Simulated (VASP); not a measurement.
# C (Imma) in VASP: notebook, part 2 of 2

VASP 6.6.1.

### 4 Single point, r2SCAN (strain -0.0100 x Voigt [0, 0, 0, 1, 0, 0])

The input, POSCAR:

```
C
1.0
    0.0000000000      1.7712409992      1.7712409992
    1.7801417077     -0.0089007085      1.7801417077
    1.7801417077      1.7801417077     -0.0089007085
C
2
Direct
    0.5000000000      0.5000000000      0.5000000000
    0.7500000000      0.7500000000      0.7500000000
```

The input, INCAR.step1:

```
  PREC = Accurate
  ENCUT = 520
  ISMEAR = 0
  SIGMA = 0.05
  LREAL = False
  LASPH = True
  NELM = 100
  NBANDS = 11
  GGA = PE
  ALGO = Normal
  EDIFF = 1E-4
  LWAVE = True
  LCHARG = False
```

The input, INCAR.step2:

```
  PREC = Accurate
  ENCUT = 520
  EDIFF = 1E-7
  ISMEAR = 0
  SIGMA = 0.05
  LREAL = False
  LASPH = True
  NELM = 100
  ALGO = Normal
  ISIF = 2
  LWAVE = False
  LCHARG = True
  METAGGA = R2SCAN
  LMIXTAU = True
  LELF = True
  LVHAR = True
  NBANDS = 11
  ISTART = 1
```

The input, KPOINTS:

```
regular mesh
0
Gamma
  12 12 12
```

Potentials or basis: VASP PAW PBE potentials, release 64 (C).

Run with:

```
cat potpaw_PBE.64/C/POTCAR > POTCAR
cp INCAR.step1 INCAR
mpirun -np 1 vasp_std > vasp.out
cp INCAR.step2 INCAR
mpirun -np 1 vasp_std > vasp.out
```

OUTCAR:

```text
PREC = Accurate
   ENCUT = 520
   EDIFF = 1E-7
   ISMEAR = 0
   LREAL = False
   LASPH = True
   NELM = 100
   ISIF = 2
   METAGGA = R2SCAN
   ISTART = 1

 ion  position               nearest neighbor table
   1  0.500  0.500  0.500-   2 1.54   2 1.54   2 1.55   2 1.55
   2  0.750  0.750  0.750-   1 1.54   1 1.54   1 1.55   1 1.55

  LATTYP: Found a body centered orthorhombic cell.
 ALAT       =     2.5049130433
 B/A-ratio  =     1.0100502512
 C/A-ratio  =     1.4213201632

  Lattice vectors:

 A1 = (  -1.7801417077,   0.0089007085,  -1.7801417077)
 A2 = (  -1.7801417077,  -0.0089007085,   1.7801417077)
 A3 = (   1.7801417077,   1.7801417077,  -0.0089007085)

Analysis of symmetry for initial positions (statically):
=====================================================================
 Subroutine PRICEL returns:
 Original cell was already a primitive cell.

 Routine SETGRP: Setting up the symmetry group for a
 body centered orthorhombic supercell.

 Subroutine GETGRP returns: Found  8 space group operations
 (whereof  4 operations were pure point group operations)
 out of a pool of  8 trial point group operations.

The static configuration has the point symmetry C_2v.
 The point group associated with its full space group is D_2h.
[... 166 lines left out ...]
 fundamental gap:      4.3472969678
 Fermi energy:        10.1701924673

 k-point     1 :       0.0000    0.0000    0.0000
  band No.  band energies     occupation
      1     -12.9792      2.00000
      2       9.7904      2.00000
      3       9.7926      2.00000
      4       9.7932      2.00000
      5      15.4868      0.00000
      6      15.6368      0.00000
      7      15.8000      0.00000
      8      23.7493      0.00000
      9      30.2632      0.00000
     10      37.2412      0.00000
     11      37.2441      0.00000
[... 309 lines left out ...]
 k-point    24 :       0.3333    0.1667   -0.0000
  band No.  band energies     occupation
      1     -10.0482      2.00000
      2       2.0970      2.00000
      3       5.6819      2.00000
      4       6.1260      2.00000
      5      16.0778      0.00000
      6      21.0305      0.00000
      7      21.3085      0.00000
      8      22.2025      0.00000
      9      31.9004      0.00000
     10      32.8634      0.00000
     11      37.9700      0.00000

 [... further k-points ...]
[... 5 lines left out ...]
  --------------------------------------------------------------------------------------
  -------------------------------------------------------------------------------------
  Total        0.0795146      0.0841001      0.0841001     -0.0000000      0.4174101      0.0000000
  in kB       11.2920908     11.9433012     11.9433012     -0.0000000     59.2776071      0.0000000
  external PRESSURE =      11.7262311 kB  Pullay stress =       0.0000000 kB

 VOLUME and BASIS-vectors are now :
 -----------------------------------------------------------------------------
  energy-cutoff  :      520.00
  volume of cell :       11.28
      direct lattice vectors                 reciprocal lattice vectors
     0.000000000  1.771240999  1.771240999    -0.280876516  0.282287955  0.282287955
     1.780141708 -0.008900708  1.780141708     0.280876516 -0.279479120  0.279479120
     1.780141708  1.780141708 -0.008900708     0.280876516  0.279479120 -0.279479120

 POSITION                                       TOTAL-FORCE (eV/Angst)
 -----------------------------------------------------------------------------------
      1.78014      1.77124      1.77124        -0.025725      0.000000      0.000000
      2.67021      2.65686      2.65686         0.025725     -0.000000     -0.000000
 -----------------------------------------------------------------------------------
    total drift:                                0.000000     -0.000000      0.000000

  FREE ENERGIE OF THE ION-ELECTRON SYSTEM (eV)
  ---------------------------------------------------
  free  energy   TOTEN  =       -19.6551175597 eV

  energy  without entropy=      -19.6551175597  energy(sigma->0) =      -19.65511756
```

OSZICAR.step1:

```text
N       E                     dE             d eps       ncg     rms          rms(c)
DAV:   1     0.164623774485E+01    0.16462E+01   -0.47428E+03  6496   0.698E+02
DAV:   2    -0.184419457686E+02   -0.20088E+02   -0.19325E+02  8162   0.130E+02
DAV:   3    -0.188308741494E+02   -0.38893E+00   -0.38786E+00  7221   0.136E+01
DAV:   4    -0.188315376729E+02   -0.66352E-03   -0.66351E-03  6584   0.692E-01
DAV:   5    -0.188315384144E+02   -0.74152E-06   -0.74154E-06  7031   0.220E-02    0.560E+00
DAV:   6    -0.183438988155E+02    0.48764E+00   -0.25458E-01  6277   0.356E+00    0.335E+00
DAV:   7    -0.181798151931E+02    0.16408E+00   -0.31141E-01  6652   0.398E+00    0.767E-01
DAV:   8    -0.181816467528E+02   -0.18316E-02   -0.87261E-03  6469   0.699E-01    0.437E-02
DAV:   9    -0.181816869803E+02   -0.40228E-04   -0.61136E-05  6924   0.633E-02
   1 F= -.18181687E+02 E0= -.18181687E+02  d E =-.939941E-18
```

Wall time 55 s (1 thread of Intel Xeon 6975P-C (Granite Rapids), shared host); peak memory 0.14 GiB.

Results:

| Quantity | Value |
| --- | --- |
| Free energy | -19.6551 eV |
| Pressure | 1.2 GPa |
| Largest force | 0.026 eV/Å |
| Band gap on the k mesh | 4.35 eV, indirect (least direct gap 5.69 eV) |

Forces on the atoms (eV/Å):
```
C   -0.026  0.000  0.000
C    0.026  0.000  0.000
```

Caveat: the cell differs from its parent crystal (strain -0.0100 x Voigt [0, 0, 0, 1, 0, 0]); the PAW data sets were made with another functional, which shifts forces and pressure a little. A k mesh can miss the band edges.

### 5 Single point, r2SCAN (strain +0.0050 x Voigt [0, 0, 0, 1, 0, 0])

The input, POSCAR:

```
C
1.0
    0.0000000000      1.7845920620      1.7845920620
    1.7801417077      0.0044503543      1.7801417077
    1.7801417077      1.7801417077      0.0044503543
C
2
Direct
    0.5000000000      0.5000000000      0.5000000000
    0.7500000000      0.7500000000      0.7500000000
```

The input, INCAR.step1:

```
PREC     = Accurate       # precision mode
ENCUT    = 520            # plane-wave cutoff, eV
ISMEAR   = 0              # smearing method
SIGMA    = 0.05           # smearing width, eV
LREAL    = False          # projectors in reciprocal space
LASPH    = True           # aspherical terms in the spheres
NELM     = 100            # most SCF steps
NBANDS   = 11             # bands
GGA      = PE             # functional
ALGO     = Normal         # electronic algorithm
EDIFF    = 1E-4           # SCF threshold, eV
LWAVE    = True           # write WAVECAR
LCHARG   = False          # write CHGCAR
```

The input, INCAR.step2:

```
PREC     = Accurate       # precision mode
ENCUT    = 520            # plane-wave cutoff, eV
EDIFF    = 1E-7           # SCF threshold, eV
ISMEAR   = 0              # smearing method
SIGMA    = 0.05           # smearing width, eV
LREAL    = False          # projectors in reciprocal space
LASPH    = True           # aspherical terms in the spheres
NELM     = 100            # most SCF steps
ALGO     = Normal         # electronic algorithm
ISIF     = 2              # what is computed and relaxed
LWAVE    = False          # write WAVECAR
LCHARG   = False          # write CHGCAR
METAGGA  = R2SCAN         # meta-GGA
LMIXTAU  = True         
NBANDS   = 11             # bands
ISTART   = 1
```

KPOINTS is that of step 4.

Potentials or basis: VASP PAW PBE potentials, release 64 (C).

Run with:

```
cat potpaw_PBE.64/C/POTCAR > POTCAR
cp INCAR.step1 INCAR
mpirun -np 1 vasp_std > vasp.out
cp INCAR.step2 INCAR
mpirun -np 1 vasp_std > vasp.out
```

OUTCAR:

```text
PREC = Accurate
   ENCUT = 520
   EDIFF = 1E-7
   ISMEAR = 0
   LREAL = False
   LASPH = True
   NELM = 100
   ISIF = 2
   METAGGA = R2SCAN
   ISTART = 1

 ion  position               nearest neighbor table
   1  0.500  0.500  0.500-   2 1.54   2 1.54   2 1.54   2 1.54
   2  0.750  0.750  0.750-   1 1.54   1 1.54   1 1.54   1 1.54

  LATTYP: Found a body centered orthorhombic cell.
 ALAT       =     2.5112067946
 B/A-ratio  =     1.0050125314
 C/A-ratio  =     1.4177579573

  Lattice vectors:

[... 516 lines left out ...]
      6      21.2249      0.00000
      7      21.3002      0.00000
      8      22.2444      0.00000
      9      31.8227      0.00000
     10      32.8465      0.00000
     11      38.0081      0.00000

 [... further k-points ...]
[... 5 lines left out ...]
  --------------------------------------------------------------------------------------
  -------------------------------------------------------------------------------------
  Total        0.0788619      0.0800672      0.0800672      0.0000000     -0.2086901      0.0000000
  in kB       11.1991924     11.3703581     11.3703581      0.0000000    -29.6361310      0.0000000
  external PRESSURE =      11.3133029 kB  Pullay stress =       0.0000000 kB

 VOLUME and BASIS-vectors are now :
 -----------------------------------------------------------------------------
  energy-cutoff  :      520.00
  volume of cell :       11.28
      direct lattice vectors                 reciprocal lattice vectors
     0.000000000  1.784592062  1.784592062    -0.280876516  0.280176075  0.280176075
     1.780141708  0.004450354  1.780141708     0.280876516 -0.281580467  0.281580467
     1.780141708  1.780141708  0.004450354     0.280876516  0.281580467 -0.281580467

 POSITION                                       TOTAL-FORCE (eV/Angst)
 -----------------------------------------------------------------------------------
      1.78014      1.78459      1.78459         0.012871      0.000000     -0.000000
      2.67021      2.67689      2.67689        -0.012871      0.000000      0.000000
 -----------------------------------------------------------------------------------
    total drift:                                0.000000     -0.000000      0.000000

  FREE ENERGIE OF THE ION-ELECTRON SYSTEM (eV)
  ---------------------------------------------------
  free  energy   TOTEN  =       -19.6566832620 eV

  energy  without entropy=      -19.6566832620  energy(sigma->0) =      -19.65668326
```

OUTCAR.step1:

```text
PREC = Accurate
   ENCUT = 520
   ISMEAR = 0
   LREAL = False
   LASPH = True
[... 561 lines left out ...]
      1.78014      1.78459      1.78459         0.017471      0.000000      0.000000
      2.67021      2.67689      2.67689        -0.017471      0.000000     -0.000000
 -----------------------------------------------------------------------------------
    total drift:                                0.000000     -0.000000      0.000000

  FREE ENERGIE OF THE ION-ELECTRON SYSTEM (eV)
  ---------------------------------------------------
  free  energy   TOTEN  =       -18.1832184287 eV

  energy  without entropy=      -18.1832184287  energy(sigma->0) =      -18.18321843
```

It took 54 s on 1 thread of Intel Xeon 6975P-C (Granite Rapids), shared host; peak memory 0.14 GiB.

What came out:

- Free energy: -19.6567 eV
- Pressure: 1.1 GPa
- Largest force: 0.013 eV/Å
- Band gap on the k mesh: 4.35 eV, indirect (least direct gap 5.77 eV)

Forces in eV/Å, atoms in the order of the input:
```
C    0.013  0.000  0.000
C   -0.013  0.000  0.000
```

Levels at points of the mesh, in eV from the valence-band top:
```
           k point  band 1  band 2  band 3  band 4  band 5  band 6  band 7  band 8  band 9
(0.00, 0.00, 0.00)  -22.77    0.00    0.00    0.00    5.77    5.85    5.93   13.95   20.47
(0.50, 0.00, 0.00)  -16.83  -14.10   -2.97   -2.96    8.86    8.96    9.27   16.76   23.29
(0.00, 0.50, 0.00)  -16.76  -14.11   -3.02   -3.01    8.84    8.91    9.16   16.74   23.29
(0.50, 0.50, 0.00)  -13.63  -13.63   -6.69   -6.69    5.01    5.01   17.96   17.96   24.73
(0.00, 0.50, 0.50)  -13.66  -13.60   -6.74   -6.64    4.91    5.11   17.95   17.97   24.68
```

Caveat: the cell differs from its parent crystal (strain +0.0050 x Voigt [0, 0, 0, 1, 0, 0]); the PAW data sets were made with another functional, which shifts forces and pressure a little. A k mesh can miss the band edges.

### 6 Single point, r2SCAN (strain +0.0175 x Voigt [0, 0, 0, 1, 0, 0])

The input, POSCAR:

```
C
1.0
    0.0000000000      1.7957179476      1.7957179476
    1.7801417077      0.0155762399      1.7801417077
    1.7801417077      1.7801417077      0.0155762399
C
2
Direct
    0.5000000000      0.5000000000      0.5000000000
    0.7500000000      0.7500000000      0.7500000000
```

The input, INCAR.step1:

```
SYSTEM = C
  PREC = Accurate
  ENCUT = 520
  ISMEAR = 0
  SIGMA = 0.05
  LREAL = .FALSE.
  LASPH = .TRUE.
  NELM = 60
  NBANDS = 11
  GGA = PE
  ALGO = Normal
  EDIFF = 1E-4
  LWAVE = .TRUE.
  LCHARG = .FALSE.
```

The input, INCAR.step2:

```
SYSTEM = C
  PREC = Accurate
  ENCUT = 520
  EDIFF = 1E-7
  ISMEAR = 0
  SIGMA = 0.05
  LREAL = .FALSE.
  LASPH = .TRUE.
  NELM = 60
  ALGO = Normal
  ISIF = 2
  LWAVE = .FALSE.
  LCHARG = .FALSE.
  METAGGA = R2SCAN
  LMIXTAU = .TRUE.
  NBANDS = 11
  ISTART = 1
```

The input, KPOINTS:

```
regular mesh
0
G
  12 12 12
  0 0 0
```

Potentials or basis: VASP PAW PBE potentials, release 64 (C).

Run with:

```
cat potpaw_PBE.64/C/POTCAR > POTCAR
cp INCAR.step1 INCAR
mpirun -np 1 vasp_std > vasp.out
cp INCAR.step2 INCAR
mpirun -np 1 vasp_std > vasp.out
```

Run time: 54 s. Hardware: 1 thread of Intel Xeon 6975P-C (Granite Rapids), shared host; peak memory 0.14 GiB.

It converged, with:

```
Free energy            : -19.6508 eV
Pressure               : 1.3 GPa
Largest force          : 0.045 eV/Å
Band gap on the k mesh : 4.33 eV, indirect (least direct gap 5.58 eV)
```

Forces on the atoms (eV/Å):
```
C    0.045  0.000  0.000
C   -0.045  0.000  0.000
```

Stress tensor (GPa, compression positive):
```
  1.16   0.00   0.00
  0.00   1.35 -10.37
  0.00 -10.37   1.35
```

Levels at points of the mesh, in eV from the valence-band top:
| k point | band 1 | band 2 | band 3 | band 4 | band 5 | band 6 | band 7 | band 8 | band 9 |
| --- | --- | --- | --- | --- | --- | --- | --- | --- | --- |
| (0.00, 0.00, 0.00) | -22.78 | -0.01 | 0.00 | 0.00 | 5.58 | 5.83 | 6.12 | 13.97 | 20.47 |
| (0.50, 0.00, 0.00) | -16.93 | -14.10 | -2.93 | -2.89 | 8.75 | 9.10 | 9.47 | 16.77 | 23.26 |
| (0.00, 0.50, 0.00) | -16.67 | -14.12 | -3.10 | -3.05 | 8.70 | 8.80 | 9.18 | 16.72 | 23.27 |
| (0.50, 0.50, 0.00) | -13.63 | -13.63 | -6.69 | -6.69 | 5.01 | 5.01 | 17.94 | 17.94 | 24.75 |
| (0.00, 0.50, 0.50) | -13.74 | -13.52 | -6.88 | -6.51 | 4.65 | 5.37 | 17.94 | 17.99 | 24.54 |

Caveat: the cell differs from its parent crystal (strain +0.0175 x Voigt [0, 0, 0, 1, 0, 0]); the PAW data sets were made with another functional, which shifts forces and pressure a little. A k mesh can miss the band edges.

### 7 Overview

| cell | gap on the mesh (eV) | pressure (GPa) | largest force (eV/Å) |
| --- | --- | --- | --- |
| a = 2.492, b = 2.518, c = 2.518 Å, angles 60.7, 60.3, 60.3°, 2 atoms | 4.32 | 1.3 | 0.05 |
| a = 2.536, b = 2.518, c = 2.518 Å, angles 59.5, 59.8, 59.8°, 2 atoms | 4.34 | 1.2 | 0.04 |
| a = 2.505, b = 2.518, c = 2.518 Å, angles 60.3, 60.2, 60.2°, 2 atoms | 4.35 | 1.2 | 0.03 |
| a = 2.524, b = 2.518, c = 2.518 Å, angles 59.8, 59.9, 59.9°, 2 atoms | 4.35 | 1.1 | 0.01 |
| a = 2.540, b = 2.518, c = 2.518 Å, angles 59.4, 59.7, 59.7°, 2 atoms | 4.33 | 1.3 | 0.05 |

Alike in all rows: task single point; level r2SCAN; potentials or basis VASP PAW PBE potentials, release 64 (C); no spin polarisation; k mesh 12 × 12 × 12; cutoff (eV) 520; smearing gaussian 0.05 eV.

Caveats: the PAW data sets were made with another functional, which shifts forces and pressure a little.

Absolute energies hang on the potentials; compare differences alone.
